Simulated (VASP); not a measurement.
A run of VASP 6.6.1 is set up as follows.

Contents of INCAR:

```
SYSTEM = BiN
PREC = Accurate
ENCUT = 600
EDIFF = 1E-6
ISMEAR = 0
SIGMA = 0.05
LREAL = .False.
LASPH = .True.
NELM = 100
ALGO = Fast
ISIF = 4
LWAVE = .False.
LCHARG = .False.
GGA = PS
IBRION = 2
NSW = 60
EDIFFG = -0.01
```

Contents of KPOINTS:

```
regular mesh
0
Gamma
  8 8 6
  0 0 0
```

File POSCAR:

```
BiN
1.0
    3.9794229475      0.0000000000      0.0000000000
    0.0000000000      3.9794229475      0.0000000000
    0.0000000000      0.0000000000      4.7412702499
Bi N
2 2
Direct
    0.5000000000      0.0000000000      0.2293938243
    0.0000000000      0.5000000000      0.7706061757
    0.0000000000      0.0000000000      0.0000000000
    0.5000000000      0.5000000000      0.0000000000
```

Potentials or basis: VASP PAW PBE potentials, release 64 (Bi_d, N).

Launch:

```sh
$ cat potpaw_PBE.64/Bi_d/POTCAR potpaw_PBE.64/N/POTCAR > POTCAR
$ mpirun -np 1 vasp_std > vasp.out
```

**Question.** Estimate the band gap on the k mesh.

**Answer.** Zero (bands 20 and 21 overlap by 0.18 eV).

Final structure:
```xyz
4
Lattice="4.0074 0.0000 0.0000 0.0000 4.0074 0.0000 0.0000 0.0000 4.6752" Properties=species:S:1:pos:R:3 pbc="T T T"
Bi    2.0037    0.0000    1.0939
Bi    0.0000    2.0037    3.5814
N     0.0000    4.0074    0.0000
N     2.0037    2.0037    0.0000
```

Caveat: spin-orbit coupling is left out, which moves the levels of the heavy elements.
